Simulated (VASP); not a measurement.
# K2S (Fm-3m) in VASP: a series of runs

The runs below take K2S through single point, with PBE.

Everything below comes from runs of VASP 6.6.1. Logs are shortened: lines on timing, memory, paths and dates and some standing lists are left out, and cuts for length are marked.

## (1) The cell of the first run

It takes space group Fm-3m (No. 225, cubic). Conventional cell: a = 7.362 Å, b = 7.362 Å, c = 7.362 Å, α = 90.00°, β = 90.00°, γ = 90.00°. Within 4.2 Å of K (site symmetry -43m) lie 4 S at 3.19 Å and 6 K at 3.68 Å. S (site symmetry m-3m) has 8 K at 3.19 Å within 4.2 Å.

## (2) Single point, PBE (33.25 Å³/atom)

INCAR reads:

```
ALGO = Normal ; EDIFF = 1E-6
ENCUT = 500 ; GGA = PE
GGA_COMPAT = False ; ISIF = 2
ISMEAR = 0 ; LASPH = True
LCHARG = False ; LREAL = False
LWAVE = False ; NBANDS = 19
NELM = 120 ; PREC = Accurate
SIGMA = 0.05
```

KPOINTS reads:

```
k-points
0
Gamma
  8 8 8
```

POSCAR reads:

```
K2S
1.0
    0.0000000000      3.6810337913      3.6810337913
    3.6810337913      0.0000000000      3.6810337913
    3.6810337913      3.6810337913      0.0000000000
K S
2 1
Direct
    0.2500000000      0.2500000000      0.2500000000
    0.7500000000      0.7500000000      0.7500000000
    0.0000000000      0.0000000000      0.0000000000
```

Potentials or basis: VASP PAW PBE potentials, release 64 (K_sv, S).

The run is started by

```sh
cat potpaw_PBE.64/K_sv/POTCAR potpaw_PBE.64/S/POTCAR > POTCAR
mpirun -np 1 vasp_std > vasp.out
```

OUTCAR:

```text
EDIFF = 1E-6
   ENCUT = 500
   GGA = PE
   ISIF = 2
   ISMEAR = 0
   LASPH = True
   LREAL = False
   NELM = 120
   PREC = Accurate

 ion  position               nearest neighbor table
   1  0.250  0.250  0.250-   3 3.19   3 3.19   3 3.19   3 3.19   2 3.68   2 3.68   2 3.68   2 3.68
                             2 3.68   2 3.68
   2  0.750  0.750  0.750-   3 3.19   3 3.19   3 3.19   3 3.19   1 3.68   1 3.68   1 3.68   1 3.68
                             1 3.68   1 3.68
   3  0.000  0.000  0.000-   2 3.19   2 3.19   2 3.19   1 3.19   2 3.19   1 3.19   1 3.19   1 3.19

  LATTYP: Found a face centered cubic cell.
 ALAT       =     7.3620675826

  Lattice vectors:

 A1 = (   0.0000000000,   3.6810337913,   3.6810337913)
 A2 = (   3.6810337913,   0.0000000000,   3.6810337913)
 A3 = (   3.6810337913,   3.6810337913,   0.0000000000)

Analysis of symmetry for initial positions (statically):
=====================================================================
 Subroutine PRICEL returns:
 Original cell was already a primitive cell.

 Routine SETGRP: Setting up the symmetry group for a
 face centered cubic supercell.

 Subroutine GETGRP returns: Found 48 space group operations
 (whereof 48 operations were pure point group operations)
 out of a pool of 48 trial point group operations.

The static configuration has the point symmetry O_h .

Analysis of symmetry for dynamics (positions and initial velocities):
=====================================================================
 Subroutine PRICEL returns:
 Original cell was already a primitive cell.

 Routine SETGRP: Setting up the symmetry group for a
 face centered cubic supercell.

 Subroutine GETGRP returns: Found 48 space group operations
 (whereof 48 operations were pure point group operations)
 out of a pool of 48 trial point group operations.

The dynamic configuration has the point symmetry O_h .

 Subroutine INISYM returns: Found 48 space group operations
 (whereof 48 operations are pure point group operations),
 and found     1 'primitive' translations

----------------------------------------------------------------------------------------

                                     Primitive cell

  volume of cell :      99.7561

  direct lattice vectors                    reciprocal lattice vectors
     0.000000000  3.681033791  3.681033791    -0.135831407  0.135831407  0.135831407
     3.681033791  0.000000000  3.681033791     0.135831407 -0.135831407  0.135831407
     3.681033791  3.681033791  0.000000000     0.135831407  0.135831407 -0.135831407

  length of vectors
     5.205767911  5.205767911  5.205767911     0.235266899  0.235266899  0.235266899

  position of ions in fractional coordinates (direct lattice)
     0.250000000  0.250000000  0.250000000
     0.750000000  0.750000000  0.750000000
     0.000000000  0.000000000  0.000000000

  ion indices of the primitive-cell ions
   primitive index   ion index
                 1           1
                 2           2
                 3           3

----------------------------------------------------------------------------------------

 KPOINTS: k-points

Automatic generation of k-mesh.
 Grid dimensions read from file:
 generate k-points for:    8    8    8

 Generating k-lattice:

  Cartesian coordinates                     Fractional coordinates (reciprocal lattice)
    -0.016978926  0.016978926  0.016978926     0.125000000  0.000000000  0.000000000
     0.016978926 -0.016978926  0.016978926     0.000000000  0.125000000  0.000000000
     0.016978926  0.016978926 -0.016978926     0.000000000  0.000000000  0.125000000

  Length of vectors
     0.029408362  0.029408362  0.029408362

  Shift w.r.t. Gamma in fractional coordinates (k-lattice)
     0.000000000  0.000000000  0.000000000

 Subroutine IBZKPT returns following result:
 ===========================================

 Found     29 irreducible k-points:

 Following reciprocal coordinates:
            Coordinates               Weight
  0.000000  0.000000  0.000000      1.000000
  0.125000  0.000000  0.000000      8.000000
  0.250000  0.000000  0.000000      8.000000
  0.375000  0.000000  0.000000      8.000000
  0.500000  0.000000  0.000000      4.000000
  0.125000  0.125000  0.000000      6.000000
[... 16 lines left out ...]
  0.500000  0.250000  0.125000     48.000000
 -0.375000  0.250000  0.125000     24.000000
 [... further k-points ...]
   k-points           NKPTS =     29   k-points in BZ     NKDIM =     29   number of bands    NBANDS=     19
   number of dos      NEDOS =    301   number of ions     NIONS =      3
   total plane-waves  NPLWV =  64000
   dimension x,y,z NGX =    40 NGY =   40 NGZ =   40
   dimension x,y,z NGXF=    80 NGYF=   80 NGZF=   80
   ions per type =               2   1
   NGX,Y,Z   is equivalent  to a cutoff of  12.77, 12.77, 12.77 a.u.
   NGXF,Y,Z  is equivalent  to a cutoff of  25.55, 25.55, 25.55 a.u.
 SYSTEM =  unknown system
   PREC   = accura    normal or accurate (medium, high low for compatibility)
   ISTART =      0    job   : 0-new  1-cont  2-samecut
   ICHARG =      2    charge: 1-file 2-atom 10-const
   ISPIN  =      1    spin polarized calculation?
   LNONCOLLINEAR =      F non collinear calculations
   LSORBIT =      F    spin-orbit coupling
   LASPH  =      T    aspherical Exc in radial PAW
   ENCUT  =  500.0 eV  36.75 Ry    6.06 a.u.   9.49  9.49  9.49*2*pi/ulx,y,z
   NELM   =    120;   NELMIN=  2; NELMDL= -5     # of ELM steps
   EDIFF  = 0.1E-05   stopping-criterion for ELM
   LREAL  =      F    real-space projection
   EDIFFG = 0.1E-04   stopping-criterion for IOM
   NSW    =      0    number of steps for IOM
   IBRION =     -1    ionic relax: 0-MD 1-quasi-New 2-CG
   NFREE  =      0    steps in history (QN), initial steepest desc. (CG)
   ISIF   =      2    stress and relaxation
   ISYM   =      2    0-nonsym 1-usesym 2-fastsym
   POTIM  = 0.5000    time-step for ionic-motion
   TEBEG  =    0.0;   TEEND  =   0.0 temperature during run
   PSTRESS=    0.0 pullay stress
   NELECT =      24.0000    total number of electrons
   NUPDOWN=      -1.0000    fix difference up-down
   EMIN   =  10.00;   EMAX   =-10.00  energy-range for DOS
   EFERMI =   0.00;   METHOD = LEGACY
   ISMEAR =     0;   SIGMA  =   0.05  broadening in eV -4-tet -1-fermi 0-gaus
   EFERMI_NEDOS =   21; number of points for ismear=-14 and -15
   IALGO  =     38    algorithm
   IMIX   =      4    mixing-type and parameters
     AMIX     =   0.40;   BMIX     =  1.00
     AMIX_MAG =   1.60;   BMIX_MAG =  1.00
  volume/ion in A,a.u.               =      33.25       224.40
  Fermi-wavevector in a.u.,A,eV,Ry     =   1.018198  1.924115 14.105521  1.036727
  Thomas-Fermi vector in A             =   2.151642
   LORBIT       =      0    0 simple, 1 ext, 2 COOP (PROOUT), +10 PAW based schemes
   GGA     = PE    functional components
   LHFCALC =     F    Hartree Fock is set to
   AEXX    =    0.0000 exact exchange contribution
   IVDW    =     0    specifies the selected vdW correction
   LEPSILON=     F    determine dielectric tensor
   LRPA    =     F    only Hartree local field effects (RPA)
 non-spin polarized calculation
 Gauss-broadening in eV      SIGMA  =   0.05
  energy-cutoff  :      500.00
  volume of cell :       99.76
 maximum number of plane-waves:      2637
 NGX is ok and might be reduce to    40
   NGX = 19   NGY = 19   NGZ = 19

 number of electron      23.9999996 magnetization

 Free energy of the ion-electron system (eV)
  ---------------------------------------------------
  ext. energy  EPLUGINS =         0.00000000
  ---------------------------------------------------
  free energy    TOTEN  =        -9.40890877 eV

  energy without entropy =       -9.40890877  energy(sigma->0) =       -9.40890877

 E-fermi :   0.0184     XC(G=0):  -7.4014

 val. band max:       -0.2878811087   @ k =   0.5000   0.5000   0.0000
 cond. band min:       2.1361275556   @ k =   0.0000   0.0000   0.0000
 fundamental gap:      2.4240086643
 Fermi energy:         0.0184326911

 k-point     1 :       0.0000    0.0000    0.0000
  band No.  band energies     occupation
      1     -29.4759      2.00000
      2     -29.3877      2.00000
      3     -13.0755      2.00000
      4     -13.0755      2.00000
      5     -13.0755      2.00000
      6     -12.8264      2.00000
[... 11 lines left out ...]
     18       7.2444      0.00000
     19       8.2025      0.00000

 k-point     2 :       0.1250    0.0000    0.0000
  band No.  band energies     occupation
      1     -29.4724      2.00000
      2     -29.3909      2.00000
      3     -13.0718      2.00000
      4     -13.0672      2.00000
      5     -13.0672      2.00000
      6     -12.8536      2.00000
[... 11 lines left out ...]
     18       7.3346      0.00000
     19       7.9356      0.00000

 k-point     3 :       0.2500    0.0000    0.0000
  band No.  band energies     occupation
      1     -29.4624      2.00000
      2     -29.4001      2.00000
      3     -13.0651      2.00000
      4     -13.0434      2.00000
      5     -13.0434      2.00000
      6     -12.9145      2.00000
[... 11 lines left out ...]
     18       7.4465      0.00000
     19       7.4465      0.00000

 k-point     4 :       0.3750    0.0000    0.0000
  band No.  band energies     occupation
      1     -29.4478      2.00000
      2     -29.4141      2.00000
      3     -13.0652      2.00000
      4     -13.0063      2.00000
      5     -13.0063      2.00000
      6     -12.9651      2.00000
[... 407 lines left out ...]
     18       7.3410      0.00000
     19       7.7378      0.00000

 k-point    23 :       0.5000    0.2500    0.1250
  band No.  band energies     occupation
      1     -29.4442      2.00000
      2     -29.4171      2.00000
      3     -13.1738      2.00000
      4     -13.0972      2.00000
      5     -13.0208      2.00000
      6     -12.9181      2.00000
[... 11 lines left out ...]
     18       7.2604      0.00000
     19       7.6381      0.00000

 k-point    24 :      -0.3750    0.2500    0.1250
  band No.  band energies     occupation
      1     -29.4305      2.00000
      2     -29.4305      2.00000
      3     -13.1930      2.00000
      4     -13.1089      2.00000
      5     -12.9742      2.00000
      6     -12.9691      2.00000
[... 11 lines left out ...]
     18       7.0661      0.00000
     19       7.8478      0.00000

 [... further k-points ...]

------------------------ aborting loop because EDIFF is reached ----------------------------------------

  FORCE on cell =-STRESS in cart. coord.  units (eV):
  Direction    XX          YY          ZZ          XY          YZ          ZX
  --------------------------------------------------------------------------------------
  -------------------------------------------------------------------------------------
  Total        0.5281481      0.5281481      0.5281481     -0.0000000     -0.0000000      0.0000000
  in kB        8.4825589      8.4825589      8.4825589     -0.0000000     -0.0000000      0.0000000
  external PRESSURE =       8.4825589 kB  Pullay stress =       0.0000000 kB

 VOLUME and BASIS-vectors are now :
 -----------------------------------------------------------------------------
  energy-cutoff  :      500.00
  volume of cell :       99.76
      direct lattice vectors                 reciprocal lattice vectors
     0.000000000  3.681033791  3.681033791    -0.135831407  0.135831407  0.135831407
     3.681033791  0.000000000  3.681033791     0.135831407 -0.135831407  0.135831407
     3.681033791  3.681033791  0.000000000     0.135831407  0.135831407 -0.135831407

 POSITION                                       TOTAL-FORCE (eV/Angst)
 -----------------------------------------------------------------------------------
      1.84052      1.84052      1.84052        -0.000000     -0.000000     -0.000000
      5.52155      5.52155      5.52155        -0.000000      0.000000      0.000000
      0.00000      0.00000      0.00000         0.000000      0.000000      0.000000
 -----------------------------------------------------------------------------------
    total drift:                               -0.000000     -0.000000      0.000000

  FREE ENERGIE OF THE ION-ELECTRON SYSTEM (eV)
  ---------------------------------------------------
  free  energy   TOTEN  =        -9.4089087741 eV

  energy  without entropy=       -9.4089087741  energy(sigma->0) =       -9.40890877
```

Run time: 62 s. Hardware: 1 thread of Intel Xeon Platinum 8488C (Sapphire Rapids), shared host; peak memory 0.25 GiB.

What came out:

- Free energy: -9.4089 eV
- Pressure: 0.8 GPa
- Band gap on the k mesh: 2.42 eV (least direct gap 2.64 eV)

Levels at points of the mesh, in eV from the valence-band top:
| k point | band 9 | band 10 | band 11 | band 12 | band 13 | band 14 | band 15 | band 16 |
| --- | --- | --- | --- | --- | --- | --- | --- | --- |
| (0.00, 0.00, 0.00) | -9.63 | -0.21 | -0.21 | -0.21 | 2.42 | 5.47 | 5.47 | 7.53 |
| (0.50, 0.00, 0.00) | -9.42 | -0.63 | -0.07 | -0.07 | 4.75 | 5.10 | 5.84 | 5.84 |
| (0.50, 0.50, 0.00) | -9.37 | -0.76 | 0.00 | 0.00 | 3.52 | 5.32 | 6.64 | 6.69 |

A k mesh can miss the band edges.

## (3) Single point, PBE

This run uses another cell than the first one, of 33.98 Å³/atom.

INCAR reads:

```
ALGO = Normal
EDIFF = 1E-6
ENCUT = 500
GGA = PE
GGA_COMPAT = False
ISIF = 2
ISMEAR = 0
LASPH = True
LCHARG = False
LREAL = False
LWAVE = False
NBANDS = 19
NELM = 120
PREC = Accurate
SIGMA = 0.05
```

KPOINTS is that of step 2.

POSCAR reads:

```
K2S
1.0
    0.0000000000      3.7077774988      3.7077774988
    3.7077774988      0.0000000000      3.7077774988
    3.7077774988      3.7077774988      0.0000000000
K S
2 1
Direct
    0.2500000000      0.2500000000      0.2500000000
    0.7500000000      0.7500000000      0.7500000000
    0.0000000000      0.0000000000      0.0000000000
```

Potentials or basis: VASP PAW PBE potentials, release 64 (K_sv, S).

The run is started by

```sh
cat potpaw_PBE.64/K_sv/POTCAR potpaw_PBE.64/S/POTCAR > POTCAR
mpirun -np 1 vasp_std > vasp.out
```

Wall time 86 s (1 thread of Intel Xeon Platinum 8488C (Sapphire Rapids), shared host); peak memory 0.25 GiB.

It converged, with:

| Item | Value |
| --- | --- |
| Free energy | -9.4179 eV |
| Pressure | 0.4 GPa |
| Band gap on the k mesh | 2.37 eV (least direct gap 2.56 eV) |

Levels at points of the mesh, in eV from the valence-band top:
| k point | band 10 | band 11 | band 12 | band 13 | band 14 | band 15 |
| --- | --- | --- | --- | --- | --- | --- |
| (0.00, 0.00, 0.00) | -0.19 | -0.19 | -0.19 | 2.37 | 5.46 | 5.46 |
| (0.50, 0.00, 0.00) | -0.61 | -0.06 | -0.06 | 4.71 | 5.00 | 5.81 |
| (0.50, 0.50, 0.00) | -0.74 | 0.00 | 0.00 | 3.51 | 5.28 | 6.57 |

A k mesh can miss the band edges. As with any semilocal functional, this PBE gap is likely too small.

## (4) Single point, PBE (34.12 Å³/atom)

This run uses another cell than the first one, of 34.12 Å³/atom.

INCAR reads:

```
  PREC = Accurate
  ENCUT = 500
  EDIFF = 1E-6
  ISMEAR = 0
  SIGMA = 0.05
  LREAL = F
  LASPH = T
  NELM = 120
  ALGO = Normal
  ISIF = 2
  LWAVE = F
  LCHARG = F
  GGA = PE
  NBANDS = 19
  GGA_COMPAT = F
```

KPOINTS reads:

```
Automatic mesh
0
Gamma
  8 8 8
```

POSCAR reads:

```
K2S
1.0
    0.0000000000      3.7127146251      3.7127146251
    3.7127146251      0.0000000000      3.7127146251
    3.7127146251      3.7127146251      0.0000000000
K S
2 1
Direct
    0.2500000000      0.2500000000      0.2500000000
    0.7500000000      0.7500000000      0.7500000000
    0.0000000000      0.0000000000      0.0000000000
```

The run is started by

```sh
cat potpaw_PBE.64/K_sv/POTCAR potpaw_PBE.64/S/POTCAR > POTCAR
mpirun -np 1 vasp_std > vasp.out
```

It took 77 s on 1 thread of Intel Xeon Platinum 8488C (Sapphire Rapids), shared host; peak memory 0.25 GiB.

Results (log left out):

- Free energy: -9.4188 eV
- Pressure: 0.3 GPa
- Band gap on the k mesh: 2.36 eV (least direct gap 2.55 eV)

Levels at points of the mesh, in eV from the valence-band top:
| k point | band 9 | band 10 | band 11 | band 12 | band 13 | band 14 | band 15 | band 16 |
| --- | --- | --- | --- | --- | --- | --- | --- | --- |
| (0.00, 0.00, 0.00) | -9.61 | -0.19 | -0.19 | -0.19 | 2.36 | 5.46 | 5.46 | 7.44 |
| (0.50, 0.00, 0.00) | -9.42 | -0.61 | -0.06 | -0.06 | 4.70 | 4.98 | 5.80 | 5.80 |
| (0.50, 0.50, 0.00) | -9.37 | -0.74 | 0.00 | 0.00 | 3.51 | 5.27 | 6.55 | 6.61 |

(Continued in part 2 of 2.)
